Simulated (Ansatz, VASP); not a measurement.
## One calculation of NbAl3, two programs

INCAR

```
PREC = Accurate
ENCUT = 520
EDIFF = 1E-8
ISMEAR = -1
SIGMA = 0.05
LREAL = False
LASPH = True
NELM = 100
ALGO = Normal
ISIF = 2
LWAVE = False
LCHARG = False
GGA = CA
LEFG = True
NBANDS = 19
```

Contents of KPOINTS:

```
Automatic mesh
0
Gamma
  12 12 12
```

POSCAR

```
NbAl3
1.0
   -1.9169829227      1.9169829227      4.2924503537
    1.9169829227     -1.9169829227      4.2924503537
    1.9169829227      1.9169829227     -4.2924503537
Al Nb
3 1
Direct
    0.5000000000      0.5000000000      0.0000000000
    0.7500000000      0.2500000000      0.5000000000
    0.2500000000      0.7500000000      0.5000000000
    0.0000000000      0.0000000000      0.0000000000
```

Input for Ansatz:

```yaml
crystal:
  lattice:
    - [-1.9169829227, 1.9169829227, 4.2924503537]
    - [1.9169829227, -1.9169829227, 4.2924503537]
    - [1.9169829227, 1.9169829227, -4.2924503537]
  atoms:
    - { symbol: Al, position: [0.5, 0.5, 0.0] }
    - { symbol: Al, position: [0.75, 0.25, 0.5] }
    - { symbol: Al, position: [0.25, 0.75, 0.5] }
    - { symbol: Nb, position: [0.0, 0.0, 0.0] }
kpoints:
  mp_grid: { grid: [12, 12, 12] }
  band_path:
    path:
      - [0.0, 0.0, 0.0]
      - [0.0, 0.0, 0.5]
      - [0.25, 0.25, 0.25]
      - [0.0, 0.5, 0.0]
      - [0.0, 0.0, 0.0]
      - [0.5, 0.5, -0.5]
      - [0.2998615684, 0.7001384316, -0.2998615684]
      - [-0.2998615684, 0.2998615684, 0.2998615684]
      - [0.0, 0.0, 0.0]
    npoints: 8
scf:
  occupations: { method: fermi_dirac, width: 0.05 }
hamiltonian:
  xc: lda
  pseudopotentials: { kind: all_electron, datasets: crystal }
output:
  forces: true
  stress: true
  eigenvalues: true
  efg: { contact_densities: true }
```

Alike in both runs: task electric field gradients; functional LDA; k mesh 12 × 12 × 12; occupations fermi-dirac, width 0.05 eV; no spin polarisation.

|  | VASP | Ansatz |
| --- | --- | --- |
| version | VASP 6.6.1 | Ansatz 0.2.0 |
| potentials or method | VASP PAW LDA potentials, release 64 (Al, Nb_sv), cutoff 520 eV | all-electron PAW with datasets made for the crystal, scalar-relativistic |

|  | VASP | Ansatz | Ansatz less VASP |
| --- | --- | --- | --- |
| pressure (GPa) | -3.9 | -4.0 | -0.12 |
| traceless stress, the component that is largest in VASP (GPa) | 0.48 | 0.49 | +0.013 |
| size of Vzz on the site where it differs most (V/Å²) | 93.2 | 98.0 | +4.75 |

LDA's correlation is that of Perdew and Zunger in VASP and of Perdew and Wang (1992) in Ansatz. Ansatz ran all-electron here, and VASP with PAW potentials.
